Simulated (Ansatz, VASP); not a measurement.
# Two plane-wave programs on Li

```
CELL_PARAMETERS angstrom
2.95316 0.00000 0.00000
-1.47658 2.55751 0.00000
0.00000 0.00000 4.84408
ATOMIC_POSITIONS crystal
Li 0.33333 0.66667 0.25000
Li 0.66667 0.33333 0.75000
```

Alike in both runs: task relaxation of cell and atoms; functional LDA; k mesh 18 × 18 × 10; occupations gaussian, width 0.1 eV; no spin polarisation.

```csv
,VASP,Ansatz
version,VASP 6.6.1,Ansatz 0.2.0
potentials or method,"VASP PAW LDA potentials, release 64 (Li_sv), cutoff 750 eV","scalar-relativistic, plane waves, PAW"
valence electrons in the cell,6,6
```

|  | VASP | Ansatz | Ansatz less VASP |
| --- | --- | --- | --- |
| gap on the k mesh at the Fermi level, each at its own relaxed structure (eV) | none | none | - |
| relaxed volume (Å³/atom) | 18.80 | 18.95 | +0.155 |
| relaxed cell length with the largest relative difference (Å) | 4.891 | 4.905 | +0.0141 |

LDA's correlation is that of Perdew and Zunger in VASP and of Perdew and Wang (1992) in Ansatz. A gap of «none» marks a metal or a gap that the smearing closes.
